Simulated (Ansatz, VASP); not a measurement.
**Sn2Ir: VASP beside Ansatz**

Contents of INCAR:

```
SYSTEM = Sn2Ir
ALGO     = Normal         ! electronic algorithm
EDIFF    = 1E-8           ! SCF threshold, eV
ENCUT    = 520            ! plane-wave cutoff, eV
ISIF     = 2              ! what is computed and relaxed
ISMEAR   = -1             ! smearing method
LASPH    = .TRUE.         ! aspherical terms in the spheres
LCHARG   = .FALSE.        ! write CHGCAR
LEFG     = .TRUE.       
LREAL    = .FALSE.        ! projectors in reciprocal space
LWAVE    = .FALSE.        ! write WAVECAR
NBANDS   = 26             ! bands
NELM     = 80             ! most SCF steps
PREC     = Accurate       ! precision mode
SIGMA    = 0.03           ! smearing width, eV
```

Contents of KPOINTS:

```
k-points
0
G
  10 10 10
  0 0 0
```

File POSCAR:

```
Sn2Ir
1.0
    0.0000000000      3.1899873666      3.1899873666
    3.1899873666      0.0000000000      3.1899873666
    3.1899873666      3.1899873666      0.0000000000
Sn Ir
2 1
Direct
    0.2500000000      0.2500000000      0.2500000000
    0.7500000000      0.7500000000      0.7500000000
    0.0000000000      0.0000000000      0.0000000000
```

Input for Ansatz:

```yaml
crystal:
  lattice:
    - [0.0, 3.1899873666, 3.1899873666]
    - [3.1899873666, 0.0, 3.1899873666]
    - [3.1899873666, 3.1899873666, 0.0]
  atoms:
    - { symbol: Sn, position: [0.25, 0.25, 0.25] }
    - { symbol: Sn, position: [0.75, 0.75, 0.75] }
    - { symbol: Ir, position: [0.0, 0.0, 0.0] }
kpoints:
  mp_grid: { grid: [10, 10, 10] }
scf:
  occupations: { method: fermi_dirac, width: 0.03 }
hamiltonian:
  xc: lda
  pseudopotentials: { kind: all_electron, datasets: crystal }
output:
  forces: true
  stress: true
  eigenvalues: true
  efg: { contact_densities: true }
```

Change from the starting cell: volume scaled by 1.02, crystal datasets.

Alike in both runs: task electric field gradients; functional LDA; k mesh 10 × 10 × 10; occupations fermi-dirac, width 0.03 eV; no spin polarisation.

```csv
,VASP,Ansatz
version,VASP 6.6.1,Ansatz 0.2.0
potentials or method,"VASP PAW LDA potentials, release 64 (Sn_d, Ir), cutoff 520 eV","all-electron PAW with datasets made for the crystal, scalar-relativistic"
```

```tsv
	VASP	Ansatz	Ansatz less VASP
pressure (GPa)	-4.2	-4.5	-0.31
```

LDA's correlation is that of Perdew and Zunger in VASP and of Perdew and Wang (1992) in Ansatz. Ansatz ran all-electron here, and VASP with PAW potentials.

Neither program's run includes spin-orbit coupling.
